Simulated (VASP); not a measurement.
Input of a VASP 6.6.1 run:

Contents of INCAR:

```
SYSTEM = Mg2CdO3
PREC = Accurate
ENCUT = 520
EDIFF = 1E-6
ISMEAR = 0
SIGMA = 0.1
LREAL = .False.
LASPH = .True.
NELM = 60
ALGO = Normal
ISIF = 2
LWAVE = .False.
LCHARG = .False.
GGA = PE
NBANDS = 26
```

File KPOINTS:

```
regular mesh
0
Gamma
  6 6 2
  0 0 0
```

File POSCAR:

```
Mg2CdO3
1.0
    3.4243900100      0.0000000000      0.0000000000
   -1.7121950100      2.9656087400      0.0000000000
    0.0000000000      0.0000000000      8.3880082100
Mg Cd O
2 1 3
Direct
    0.3333333300      0.6666666700      0.6666666700
    0.6666666700      0.3333333300      0.3333333300
    0.0000000000      0.0000000000      0.0000000000
    0.0000000000      0.0000000000      0.5000000000
    0.3333333300      0.6666666700      0.1666666700
    0.6666666700      0.3333333300      0.8333333300
```

Potentials or basis: VASP PAW PBE potentials, release 64 (Mg, Cd, O).

Run with:

```sh
$ cat potpaw_PBE.64/Mg/POTCAR potpaw_PBE.64/Cd/POTCAR potpaw_PBE.64/O/POTCAR > POTCAR
$ mpirun -np 1 vasp_std > vasp.out
```

Q: Predict the band gap on the k mesh.

A: 0.78 eV (least direct gap 0.80 eV).

Q: Predict the largest force.

A: 1.288 eV/Å.

Q: What does it give for the pressure?

A: -19.2 GPa.

Forces in eV/Å, atoms in the order of the input:
```
Mg   0.000  0.000 -0.027
Mg   0.000  0.000  0.027
Cd   0.000  0.000  0.000
O    0.000  0.000  0.000
O    0.000  0.000  1.288
O    0.000  0.000 -1.288
```

Caveat: the cell stands under tension; semilocal functionals underestimate gaps, and a narrow one can read as zero; forces of over 1 eV/Å act on the atoms, so gaps and moduli don't describe the material at rest. A k mesh can miss the band edges.
